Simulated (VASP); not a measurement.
# LaRhS3 (Pm-3m) in VASP: single point with PBE

Aim: the single point of LaRhS3 with PBE.

Program: VASP 6.6.1. These are calculated values, not measurements. Logs are shortened: lines on timing, memory, paths and dates and some standing lists are left out, and cuts for length are marked.

## 1. The cell of the first run

The structure is cubic, space group Pm-3m (No. 221). The conventional cell has a = 4.675 Å, b = 4.675 Å, c = 4.675 Å, α = 90.00°, β = 90.00°, γ = 90.00°. Within 4.3 Å of La (site symmetry m-3m) lie 12 S at 3.31 Å and 8 Rh at 4.05 Å. Rh (site symmetry m-3m) has 6 S at 2.34 Å within 3.1 Å. Within 3.1 Å of S (site symmetry 4/mmm) lie 2 Rh at 2.34 Å.

The cell was generated, and may not be a known phase.

## 2. Single point, PBE, collinear spin, ferromagnetic start

INCAR

```
PREC = Accurate
ENCUT = 520
EDIFF = 1E-6
ISMEAR = 0
SIGMA = 0.1
LREAL = F
LASPH = T
NELM = 150
ALGO = Normal
ISIF = 2
LWAVE = F
LCHARG = F
ISPIN = 2
MAGMOM = 0 0.63 0 0 0
LORBIT = 11
LMAXMIX = 6
GGA = PE
NBANDS = 34
```

KPOINTS

```
regular mesh
0
Gamma
  8 8 8
```

POSCAR

```
LaRhS3
1.0
    4.6751286101      0.0000000000      0.0000000000
    0.0000000000      4.6751286101      0.0000000000
    0.0000000000      0.0000000000      4.6751286101
La Rh S
1 1 3
Direct
    0.5000000000      0.5000000000      0.5000000000
    0.0000000000      0.0000000000      0.0000000000
    0.5000000000      0.0000000000      0.0000000000
    0.0000000000      0.5000000000      0.0000000000
    0.0000000000      0.0000000000      0.5000000000
```

Potentials or basis: VASP PAW PBE potentials, release 64 (La, Rh_pv, S).

Run with:

```sh
$ cat potpaw_PBE.64/La/POTCAR potpaw_PBE.64/Rh_pv/POTCAR potpaw_PBE.64/S/POTCAR > POTCAR
$ mpirun -np 1 vasp_std > vasp.out
```

OUTCAR:

```text
PREC = Accurate
   ENCUT = 520
   EDIFF = 1E-6
   ISMEAR = 0
   LREAL = F
   LASPH = T
   NELM = 150
   ISIF = 2
   ISPIN = 2
   LORBIT = 11
   GGA = PE

 ion  position               nearest neighbor table
   1  0.500  0.500  0.500-
   2  0.000  0.000  0.000-   3 2.34   4 2.34   5 2.34   5 2.34   4 2.34   3 2.34
   3  0.500  0.000  0.000-   2 2.34   2 2.34
   4  0.000  0.500  0.000-   2 2.34   2 2.34
   5  0.000  0.000  0.500-   2 2.34   2 2.34

  LATTYP: Found a simple cubic cell.
 ALAT       =     4.6751286101

  Lattice vectors:

 A1 = (   4.6751286101,   0.0000000000,   0.0000000000)
 A2 = (   0.0000000000,   4.6751286101,   0.0000000000)
 A3 = (   0.0000000000,   0.0000000000,   4.6751286101)

Analysis of symmetry for initial positions (statically):
=====================================================================
 Subroutine PRICEL returns:
 Original cell was already a primitive cell.

 Routine SETGRP: Setting up the symmetry group for a
 simple cubic supercell.

 Subroutine GETGRP returns: Found 48 space group operations
 (whereof 48 operations were pure point group operations)
 out of a pool of 48 trial point group operations.

The static configuration has the point symmetry O_h .

Analysis of symmetry for dynamics (positions and initial velocities):
=====================================================================
 Subroutine PRICEL returns:
 Original cell was already a primitive cell.

 Routine SETGRP: Setting up the symmetry group for a
 simple cubic supercell.

 Subroutine GETGRP returns: Found 48 space group operations
 (whereof 48 operations were pure point group operations)
 out of a pool of 48 trial point group operations.

The dynamic configuration has the point symmetry O_h .

Analysis of structural, dynamic, and magnetic symmetry:
=====================================================================
 Subroutine PRICEL returns:
 Original cell was already a primitive cell.

 Routine SETGRP: Setting up the symmetry group for a
 simple cubic supercell.

 Subroutine GETGRP returns: Found 48 space group operations
 (whereof 48 operations were pure point group operations)
 out of a pool of 48 trial point group operations.

The overall configuration has the point symmetry O_h .

 Subroutine INISYM returns: Found 48 space group operations
 (whereof 48 operations are pure point group operations),
 and found     1 'primitive' translations

----------------------------------------------------------------------------------------

                                     Primitive cell

  volume of cell :     102.1835

  direct lattice vectors                    reciprocal lattice vectors
     4.675128610  0.000000000  0.000000000     0.213897859  0.000000000  0.000000000
     0.000000000  4.675128610  0.000000000     0.000000000  0.213897859  0.000000000
     0.000000000  0.000000000  4.675128610     0.000000000  0.000000000  0.213897859

  length of vectors
     4.675128610  4.675128610  4.675128610     0.213897859  0.213897859  0.213897859

  position of ions in fractional coordinates (direct lattice)
     0.500000000  0.500000000  0.500000000
     0.000000000  0.000000000  0.000000000
     0.500000000  0.000000000  0.000000000
     0.000000000  0.500000000  0.000000000
     0.000000000  0.000000000  0.500000000

  ion indices of the primitive-cell ions
   primitive index   ion index
                 1           1
                 2           2
                 3           3
                 4           4
                 5           5

----------------------------------------------------------------------------------------

 KPOINTS: regular mesh

Automatic generation of k-mesh.
 Grid dimensions read from file:
 generate k-points for:    8    8    8

 Generating k-lattice:

  Cartesian coordinates                     Fractional coordinates (reciprocal lattice)
     0.026737232  0.000000000  0.000000000     0.125000000  0.000000000  0.000000000
     0.000000000  0.026737232  0.000000000     0.000000000  0.125000000  0.000000000
     0.000000000  0.000000000  0.026737232     0.000000000  0.000000000  0.125000000

  Length of vectors
     0.026737232  0.026737232  0.026737232

  Shift w.r.t. Gamma in fractional coordinates (k-lattice)
     0.000000000  0.000000000  0.000000000

 Subroutine IBZKPT returns following result:
 ===========================================

 Found     35 irreducible k-points:

 Following reciprocal coordinates:
            Coordinates               Weight
  0.000000  0.000000  0.000000      1.000000
  0.125000  0.000000  0.000000      6.000000
  0.250000  0.000000  0.000000      6.000000
  0.375000  0.000000  0.000000      6.000000
  0.500000  0.000000  0.000000      3.000000
  0.125000  0.125000  0.000000     12.000000
[... 16 lines left out ...]
  0.375000  0.375000  0.125000     24.000000
  0.500000  0.375000  0.125000     24.000000
 [... further k-points ...]
   k-points           NKPTS =     35   k-points in BZ     NKDIM =     35   number of bands    NBANDS=     34
   number of dos      NEDOS =    301   number of ions     NIONS =      5
   total plane-waves  NPLWV =  46656
   dimension x,y,z NGX =    36 NGY =   36 NGZ =   36
   dimension x,y,z NGXF=    72 NGYF=   72 NGZF=   72
   ions per type =               1   1   3
   NGX,Y,Z   is equivalent  to a cutoff of  12.80, 12.80, 12.80 a.u.
   NGXF,Y,Z  is equivalent  to a cutoff of  25.60, 25.60, 25.60 a.u.
 SYSTEM =  unknown system
   PREC   = accura    normal or accurate (medium, high low for compatibility)
   ISTART =      0    job   : 0-new  1-cont  2-samecut
   ICHARG =      2    charge: 1-file 2-atom 10-const
   ISPIN  =      2    spin polarized calculation?
   LNONCOLLINEAR =      F non collinear calculations
   LSORBIT =      F    spin-orbit coupling
   LASPH  =      T    aspherical Exc in radial PAW
   ENCUT  =  520.0 eV  38.22 Ry    6.18 a.u.   8.69  8.69  8.69*2*pi/ulx,y,z
   NELM   =    150;   NELMIN=  2; NELMDL= -5     # of ELM steps
   EDIFF  = 0.1E-05   stopping-criterion for ELM
   LREAL  =      F    real-space projection
   EDIFFG = 0.1E-04   stopping-criterion for IOM
   NSW    =      0    number of steps for IOM
   IBRION =     -1    ionic relax: 0-MD 1-quasi-New 2-CG
   NFREE  =      0    steps in history (QN), initial steepest desc. (CG)
   ISIF   =      2    stress and relaxation
   ISYM   =      2    0-nonsym 1-usesym 2-fastsym
   POTIM  = 0.5000    time-step for ionic-motion
   TEBEG  =    0.0;   TEEND  =   0.0 temperature during run
   PSTRESS=    0.0 pullay stress
   NELECT =      44.0000    total number of electrons
   NUPDOWN=      -1.0000    fix difference up-down
   EMIN   =  10.00;   EMAX   =-10.00  energy-range for DOS
   EFERMI =   0.00;   METHOD = LEGACY
   ISMEAR =     0;   SIGMA  =   0.10  broadening in eV -4-tet -1-fermi 0-gaus
   EFERMI_NEDOS =   21; number of points for ismear=-14 and -15
   IALGO  =     38    algorithm
   IMIX   =      4    mixing-type and parameters
     AMIX     =   0.40;   BMIX     =  1.00
     AMIX_MAG =   1.60;   BMIX_MAG =  1.00
  volume/ion in A,a.u.               =      20.44       137.91
  Fermi-wavevector in a.u.,A,eV,Ry     =   1.236229  2.336134 20.793259  1.528261
  Thomas-Fermi vector in A             =   2.370846
   LORBIT       =     11    0 simple, 1 ext, 2 COOP (PROOUT), +10 PAW based schemes
   GGA     = PE    functional components
   LHFCALC =     F    Hartree Fock is set to
   AEXX    =    0.0000 exact exchange contribution
   IVDW    =     0    specifies the selected vdW correction
   LEPSILON=     F    determine dielectric tensor
   LRPA    =     F    only Hartree local field effects (RPA)
 spin polarized calculation
 Gauss-broadening in eV      SIGMA  =   0.10
  energy-cutoff  :      520.00
  volume of cell :      102.18
 maximum number of plane-waves:      2800
 NGX is ok and might be reduce to    36
   NGX = 17   NGY = 17   NGZ = 17

 number of electron      44.0000009 magnetization       0.0108675

 number of electron      44.0000009 magnetization      -0.0003834

 Free energy of the ion-electron system (eV)
  ---------------------------------------------------
  ext. energy  EPLUGINS =         0.00000000
  ---------------------------------------------------
  free energy    TOTEN  =       -29.28807996 eV

  energy without entropy =      -29.25585403  energy(sigma->0) =      -29.27196699

 E-fermi :   7.2387     XC(G=0): -10.5661

 val. band max:        7.2359180071   @ k =   0.5000   0.5000   0.5000
 cond. band min:       7.2425846907   @ k =   0.3750   0.3750   0.0000
 fundamental gap:      0.0066666836
 Fermi energy:         7.2387129893

 spin component 1

 k-point     1 :       0.0000    0.0000    0.0000
  band No.  band energies     occupation
      1     -39.0356      1.00000
      2     -39.0356      1.00000
      3     -39.0356      1.00000
      4     -25.5023      1.00000
      5      -9.0898      1.00000
      6      -9.0898      1.00000
[... 26 lines left out ...]
     33       9.5809      0.00000
     34       9.9922      0.00000

 k-point     2 :       0.1250    0.0000    0.0000
  band No.  band energies     occupation
      1     -39.0359      1.00000
      2     -39.0356      1.00000
      3     -39.0356      1.00000
      4     -25.5017      1.00000
      5      -9.1310      1.00000
      6      -9.0874      1.00000
[... 26 lines left out ...]
     33       9.7261      0.00000
     34       9.9728      0.00000
[... 775 lines left out ...]
     33      11.2045      0.00000
     34      11.4966      0.00000

 k-point    24 :       0.5000    0.3750    0.1250
  band No.  band energies     occupation
      1     -39.0372      1.00000
      2     -39.0369      1.00000
      3     -39.0358      1.00000
      4     -25.4936      1.00000
      5      -9.2504      1.00000
      6      -9.2133      1.00000
[... 26 lines left out ...]
     33      11.4053      0.00000
     34      11.7762      0.00000

 [... further k-points ...]

 spin component 2

 k-point     1 :       0.0000    0.0000    0.0000
  band No.  band energies     occupation
      1     -39.0359      1.00000
      2     -39.0359      1.00000
      3     -39.0359      1.00000
      4     -25.5024      1.00000
      5      -9.0898      1.00000
      6      -9.0898      1.00000
[... 26 lines left out ...]
     33       9.5809      0.00000
     34       9.9927      0.00000

 k-point     2 :       0.1250    0.0000    0.0000
  band No.  band energies     occupation
      1     -39.0361      1.00000
      2     -39.0359      1.00000
      3     -39.0358      1.00000
      4     -25.5017      1.00000
      5      -9.1310      1.00000
      6      -9.0874      1.00000
[... 26 lines left out ...]
     33       9.7260      0.00000
     34       9.9729      0.00000
[... 775 lines left out ...]
     33      11.2045      0.00000
     34      11.5047      0.00000

 k-point    24 :       0.5000    0.3750    0.1250
  band No.  band energies     occupation
      1     -39.0374      1.00000
      2     -39.0372      1.00000
      3     -39.0360      1.00000
      4     -25.4936      1.00000
      5      -9.2504      1.00000
      6      -9.2133      1.00000
[... 26 lines left out ...]
     33      11.4053      0.00000
     34      11.7761      0.00000

 [... further k-points ...]

------------------------ aborting loop because EDIFF is reached ----------------------------------------

  FORCE on cell =-STRESS in cart. coord.  units (eV):
  Direction    XX          YY          ZZ          XY          YZ          ZX
  --------------------------------------------------------------------------------------
  -------------------------------------------------------------------------------------
  Total       -0.0727946     -0.0727946     -0.0727946      0.0000000      0.0000000     -0.0000000
  in kB       -1.1413766     -1.1413766     -1.1413766      0.0000000      0.0000000     -0.0000000
  external PRESSURE =      -1.1413766 kB  Pullay stress =       0.0000000 kB

 VOLUME and BASIS-vectors are now :
 -----------------------------------------------------------------------------
  energy-cutoff  :      520.00
  volume of cell :      102.18
      direct lattice vectors                 reciprocal lattice vectors
     4.675128610  0.000000000  0.000000000     0.213897859  0.000000000  0.000000000
     0.000000000  4.675128610  0.000000000     0.000000000  0.213897859  0.000000000
     0.000000000  0.000000000  4.675128610     0.000000000  0.000000000  0.213897859

 POSITION                                       TOTAL-FORCE (eV/Angst)
 -----------------------------------------------------------------------------------
      2.33756      2.33756      2.33756         0.000000      0.000000      0.000000
      0.00000      0.00000      0.00000         0.000000      0.000000      0.000000
      2.33756      0.00000      0.00000         0.000000      0.000000      0.000000
      0.00000      2.33756      0.00000         0.000000      0.000000      0.000000
      0.00000      0.00000      2.33756         0.000000      0.000000      0.000000
 -----------------------------------------------------------------------------------
    total drift:                                0.000000      0.000000     -0.000000

  FREE ENERGIE OF THE ION-ELECTRON SYSTEM (eV)
  ---------------------------------------------------
  free  energy   TOTEN  =       -29.2880799570 eV

  energy  without entropy=      -29.2558540258  energy(sigma->0) =      -29.27196699

 total charge

# of ion       s       p       d       f       tot
--------------------------------------------------
    1        1.991   5.651   0.474   0.176   8.292
    2        0.342   6.293   7.256   0.000  13.891
    3        1.343   2.360   0.000   0.000   3.703
    4        1.343   2.360   0.000   0.000   3.703
    5        1.343   2.360   0.000   0.000   3.703
--------------------------------------------------
tot          6.362  19.024   7.730   0.176  33.292

 magnetization (x)

# of ion       s       p       d       f       tot
--------------------------------------------------
    1       -0.000  -0.000  -0.000  -0.000  -0.000
    2       -0.000   0.000  -0.000   0.000  -0.000
    3       -0.000  -0.000   0.000   0.000  -0.000
    4       -0.000  -0.000   0.000   0.000  -0.000
    5       -0.000  -0.000   0.000   0.000  -0.000
--------------------------------------------------
tot         -0.000  -0.000  -0.000  -0.000  -0.000
```

It took 9.3 min on 1 thread of Intel Xeon 8259CL, shared host; peak memory 0.38 GiB.

Results:

* Free energy: -29.2881 eV
* Pressure: -0.1 GPa
* Band gap on the k mesh: zero (filled and empty bands overlap)
* Net moment: 0.00 μB per cell
* Valence electrons inside the program's atomic spheres: La 8.29; Rh 13.89; S 3.70

Levels at points of the mesh, in eV from the Fermi level:
Spin up:
```csv
k point,band 19,band 20,band 21,band 22,band 23,band 24,band 25,band 26
"(0.00, 0.00, 0.00)",-1.56,-1.12,-1.12,-0.30,-0.30,-0.30,1.69,1.69
"(0.50, 0.00, 0.00)",-1.00,-0.98,-0.98,0.16,0.16,1.33,2.03,2.07
"(0.50, 0.50, 0.00)",-0.43,-0.16,-0.16,-0.11,0.04,1.97,1.97,2.03
"(0.50, 0.50, 0.50)",0.00,0.03,0.03,0.03,2.05,2.05,2.05,2.13
```
Spin down:
| k point | band 19 | band 20 | band 21 | band 22 | band 23 | band 24 | band 25 | band 26 |
| --- | --- | --- | --- | --- | --- | --- | --- | --- |
| (0.00, 0.00, 0.00) | -1.56 | -1.12 | -1.12 | -0.30 | -0.30 | -0.30 | 1.69 | 1.69 |
| (0.50, 0.00, 0.00) | -1.00 | -0.98 | -0.98 | 0.15 | 0.15 | 1.33 | 2.03 | 2.07 |
| (0.50, 0.50, 0.00) | -0.43 | -0.16 | -0.16 | -0.11 | 0.04 | 1.96 | 1.96 | 2.03 |
| (0.50, 0.50, 0.50) | 0.00 | 0.03 | 0.03 | 0.03 | 2.05 | 2.05 | 2.05 | 2.13 |

Caveat: spin-orbit coupling is left out, which moves the levels of the heavy elements.
